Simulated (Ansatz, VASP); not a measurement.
**Hf in VASP and in Ansatz**

```
Hf
1.0
     0.00000    5.55538    0.00000
    -4.81110   -2.77769    0.00000
     0.00000    0.00000   28.96293
Hf
12
Cartesian
  -3.2074 1.8518 6.0000
  -4.8111 -0.9259 6.0000
  -1.6037 -0.9259 6.0000
  -1.6054 0.9264 8.3650
  -3.2062 -1.8506 8.3650
  0.0004 3.7019 8.3650
  -3.2041 1.8499 10.9799
  -4.8111 -0.9221 10.9799
  -1.6070 -0.9278 10.9799
  -1.5599 0.9055 13.4986
  -3.2470 -1.8796 13.4986
  -0.0043 3.7518 13.4986
```

Alike in both runs: task single point; functional PBE; k mesh 9 × 9 × 1; occupations methfessel-paxton of order 1, width 0.1 eV; no spin polarisation.

|  | VASP | Ansatz |
| --- | --- | --- |
| version | VASP 6.6.1 | Ansatz 0.2.0 |
| potentials or method | VASP PAW PBE potentials, release 64 (Hf_pv), cutoff 400 eV | scalar-relativistic, plane waves, PAW |
| valence electrons in the cell | 120 | 312 |

VASP gave:

- gap on the k mesh at the Fermi level (eV): none
- rms of the force components (eV/Å): 0.322

Q: What did Ansatz give for the same quantities?

A: gap on the k mesh at the Fermi level (eV): none; rms of the force components (eV/Å): 0.311.

Atom by atom the forces differ by 0.020 eV/Å (rms over components). A gap of «none» marks a metal or a gap that the smearing closes. VASP's potentials hold 120 valence electrons a cell and Ansatz's 312, so a difference there can come from the potentials and not from the codes. Ansatz's warnings: xc potential rough in thin density.

Spin-orbit coupling is off throughout.
